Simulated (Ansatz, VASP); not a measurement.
**Two plane-wave programs on NaY3**

```
CELL_PARAMETERS angstrom
-2.44658 2.44658 5.42627
2.44658 -2.44658 5.42627
2.44658 2.44658 -5.42627
ATOMIC_POSITIONS crystal
Na 0.00000 0.00000 0.00000
Y 0.50000 0.50000 0.00000
Y 0.25000 0.75000 0.50000
Y 0.75000 0.25000 0.50000
```

Alike in both runs: functional PBE; k mesh 14 × 14 × 14; occupations gaussian, width 0.1 eV; no spin polarisation.

Ansatz relaxed the structure, and its values are those at the end. VASP's run is a single point on that final structure, the one shown.

```csv
,VASP,Ansatz
version,VASP 6.6.1,Ansatz 0.2.0
potentials or method,"VASP PAW PBE potentials, release 64 (Na_pv, Y_sv), cutoff 520 eV","scalar-relativistic, plane waves, PAW"
valence electrons in the cell,40,42
```

```tsv
	VASP	Ansatz	Ansatz less VASP
gap on the k mesh at the Fermi level (eV)	none	none	-
pressure (GPa)	0.0	0.0	+0.06
```

A gap of «none» marks a metal or a gap that the smearing closes. With one functional, cell and mesh, what is left measures potentials, basis and numerics. VASP's potentials hold 40 valence electrons a cell and Ansatz's 42, so a difference there can come from the potentials and not from the codes.
